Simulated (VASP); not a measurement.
Runs of VASP 6.6.1 on B5C2. The structure is that of space group C2/m (No. 12), or close to it. The cells are those of the table. 

```tsv
task	cell	k mesh	cutoff (eV)	smearing	gap on the mesh (eV)	pressure (GPa)	largest force (eV/Å)
single point	a = 4.787, b = 4.787, c = 4.608 Å, angles 111.4, 111.4, 68.1°, 14 atoms	6 × 6 × 6	520	gaussian 0.02 eV	2.52	29.0	0.02
single point	a = 4.942, b = 4.942, c = 4.755 Å, angles 111.4, 111.4, 67.9°, 14 atoms	6 × 6 × 6	520	gaussian 0.02 eV	2.52	0.1	(a)
single point	a = 4.944, b = 4.944, c = 4.756 Å, angles 111.4, 111.4, 67.9°, 14 atoms	4 × 4 × 4	520	gaussian 0.2 eV	2.53	-0.1	0.02
relaxation of cell and atoms	relaxed from a = 5.090, b = 5.090, c = 5.088 Å, angles 111.7, 111.7, 68.3°, 14 atoms	4 × 4 × 4	600	gaussian 0.2 eV	2.53	0.2	0.06
```

Alike in all rows: level PBE; potentials or basis VASP PAW PBE potentials, release 64 (B, C); no spin polarisation.

Task: Fill in the values left out.

Result: (a) 0.01.

Caveats: the relaxation stopped at a loose force limit of 0.08 eV/Å, so its end isn't a converged minimum (some runs).

A k mesh can miss the band edges.
